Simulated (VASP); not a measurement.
CuO, 8 atoms in the cell. The typed cell holds 8 atoms: a = 4.187 Å, b = 4.152 Å, c = 5.218 Å, α = 90.00°, β = 90.01°, γ = 90.00°. 

```yaml
Program: VASP 6.6.1
Task: single point
Functional: PBE
Potentials_or_basis: VASP PAW PBE potentials, release 64 (Cu, O)
Cutoff: 520 eV
k_mesh: 6 × 6 × 4
Occupations: gaussian, width 0.05 eV
Spin: collinear spin
Starting_moments: "[1.0, 1.0, 1.0, 1.0, 0.0, 0.0, 0.0, 0.0] μB"
Hubbard_terms: Cu d U = 4.0 eV
Dipole_correction: no
Further_INCAR_settings: ALGO = Normal; EDIFF = 1e-06; NBANDS = 48
```

Potentials or basis: VASP PAW PBE potentials, release 64 (Cu, O).

Launch:

```console
$ cat potpaw_PBE.64/Cu/POTCAR potpaw_PBE.64/O/POTCAR > POTCAR
$ mpirun -np 1 vasp_std > vasp.out
```

Hardware: 1 thread of Oxide Virtual Turin-like Processor, with other jobs on the host.

Q: How long does it take, and how much memory?

A: Run time: 8.8 min on 1 thread of Oxide Virtual Turin-like Processor (shared host), peak memory 0.41 GiB. Counts: scf iterations 17, k points 56.
